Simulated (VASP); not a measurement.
Wanted: the native input for a VASP 6.6.1 run.

```yaml
Task: density of states
Functional: PBEsol
Potentials_or_basis: VASP PAW PBE potentials, release 64 (Rb_sv)
Cutoff: 520 eV
k_mesh: 9 × 9 × 9
Occupations: fermi-dirac, width 0.1 eV
Spin: no spin polarisation
Dipole_correction: no
k_mesh_for_the_DOS: 14 × 14 × 14
Occupations_for_the_DOS: tetrahedron
Further_INCAR_settings: ALGO = Normal; EDIFF = 1e-06; NBANDS = 10
```

Crystal: Rb.

```
Rb
1.0
     4.54800    0.00000    0.00000
     0.00000    4.54800    0.00000
     0.00000    0.00000    4.54800
Rb
1
Direct
  0.00000 0.00000 0.00000
```

The input as run:

POSCAR

```
Rb
1.0
    4.5480016987      0.0000000000      0.0000000000
    0.0000000000      4.5480016987      0.0000000000
    0.0000000000      0.0000000000      4.5480016987
Rb
1
Direct
    0.0000000000      0.0000000000      0.0000000000
```

INCAR.step1

```
ALGO = Normal
EDIFF = 1E-6
ENCUT = 520
GGA = PS
ISIF = 2
ISMEAR = -1
LASPH = T
LCHARG = T
LREAL = F
LWAVE = F
NBANDS = 10
NELM = 80
PREC = Accurate
SIGMA = 0.1
```

KPOINTS.step1

```
k-points
0
Gamma
  9 9 9
```

INCAR.step2

```
ALGO = Normal
EDIFF = 1E-6
ENCUT = 520
GGA = PS
ICHARG = 11
ISIF = 2
ISMEAR = -5
LASPH = T
LCHARG = F
LORBIT = 11
LREAL = F
LWAVE = F
NBANDS = 10
NEDOS = 1001
NELM = 80
PREC = Accurate
SIGMA = 0.1
```

KPOINTS.step2

```
k-points
0
Gamma
  14 14 14
```

Potentials or basis: VASP PAW PBE potentials, release 64 (Rb_sv).

The run is started by

```console
$ cat potpaw_PBE.64/Rb_sv/POTCAR > POTCAR
$ cp INCAR.step1 INCAR
$ cp KPOINTS.step1 KPOINTS
$ mpirun -np 1 vasp_std > vasp.out
$ cp INCAR.step2 INCAR
$ cp KPOINTS.step2 KPOINTS
$ mpirun -np 1 vasp_std > vasp.out
```

It gave:

| Property | Result |
| --- | --- |
| Valence electrons inside the program's atomic spheres | Rb 7.29 |

Wall time 46 s on 1 thread of Intel(R) Xeon(R) Platinum 8259CL CPU @ 2.50GHz (Skylake/Cascade Lake), with other jobs on the host, peak memory 0.25 GiB.
